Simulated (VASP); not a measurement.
Set up this calculation in VASP 6.6.1, as the native input.

```yaml
Task: single point
Functional: PBEsol
Potentials_or_basis: VASP PAW PBE potentials, release 64 (Sn_d, O)
Cutoff: 520 eV
k_mesh: 6 × 6 × 8
Occupations: gaussian, width 0.02 eV
Spin: no spin polarisation
Dipole_correction: no
Further_INCAR_settings: ALGO = Normal; EDIFF = 1e-07; NBANDS = 35
```

The structure of SnO2 lies in POSCAR:

```
SnO2
1.0
    4.7684401840      0.0000000000      0.0000000000
    0.0000000000      4.7684401840      0.0000000000
    0.1445578064      0.0000000000      3.2123956984
Sn O
2 4
Direct
    0.5000000000      0.5000000000      0.5000000000
    0.0000000000      0.0000000000      0.0000000000
    0.1948297594      0.8072225261      0.4942157776
    0.8051702406      0.1927774739      0.5057842224
    0.3051702406      0.3072225261      0.0057842224
    0.6948297594      0.6927774739     -0.0057842224
```

This cell differs from its parent crystal: shear of c along a, cell held: +4.5 %, then relaxed in part.

These files were run (other wordings do the same):

INCAR

```
SYSTEM = SnO2
ALGO = Normal ; EDIFF = 1E-7
ENCUT = 520 ; GGA = PS
ISIF = 2 ; ISMEAR = 0
LASPH = .TRUE. ; LCHARG = .TRUE.
LELF = .TRUE. ; LREAL = .FALSE.
LVHAR = .TRUE. ; LWAVE = .FALSE.
NBANDS = 35 ; NELM = 100
PREC = Accurate ; SIGMA = 0.02
```

KPOINTS

```
k-points
0
G
  6 6 8
  0 0 0
```

Potentials or basis: VASP PAW PBE potentials, release 64 (Sn_d, O).

Run with:

```console
$ cat potpaw_PBE.64/Sn_d/POTCAR potpaw_PBE.64/O/POTCAR > POTCAR
$ mpirun -np 1 vasp_std > vasp.out
```

It gave:

* Pressure: 0.7 GPa
* Largest force: 0.017 eV/Å
* Band gap on the k mesh: 0.89 eV

Caveat: the cell differs from its parent crystal (shear of c along a, cell held: +4.5 %, then relaxed in part); the PAW data sets were made with another functional, which shifts forces and pressure a little; spin-orbit coupling is left out, which moves the levels of the heavy elements.

It took 2.8 min on 1 thread of Intel(R) Xeon(R) Platinum 8488C (Sapphire Rapids), with other jobs on the host, peak memory 0.31 GiB.
